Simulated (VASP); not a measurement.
Runs of VASP 6.6.1 on Mg. The structure is that of space group I4/mmm (No. 139), or close to it. The cells are those of the table. 

| cell | gap on the mesh (eV) | pressure (GPa) |
| --- | --- | --- |
| a = 2.909 Å, angles 111.8, 111.8, 104.9°, 1 atom | none | (a) |
| a = 3.155 Å, angles 111.6, 111.6, 105.3°, 1 atom | none | (b) |
| a = 2.991 Å, angles 107.3, 107.3, 113.9°, 1 atom | none | 4.9 |
| a = 3.236 Å, angles 107.5, 107.5, 113.6°, 1 atom | none | -3.5 |
| a = 2.998 Å, angles 114.1, 114.1, 100.6°, 1 atom | none | 5.3 |

Alike in all rows: task single point; level PBE; potentials or basis VASP PAW PBE potentials, release 64 (Mg); no spin polarisation; k mesh 18 × 18 × 18; cutoff (eV) 520; smearing gaussian 0.15 eV.

Question: Fill in the values left out.

Answer: (a) 10.1; (b) -1.7.

Caveats: the cell stands under pressure (at least some runs); the cell stands under tension (at least some runs).

A gap of «none» marks levels without a gap at the run's occupations.
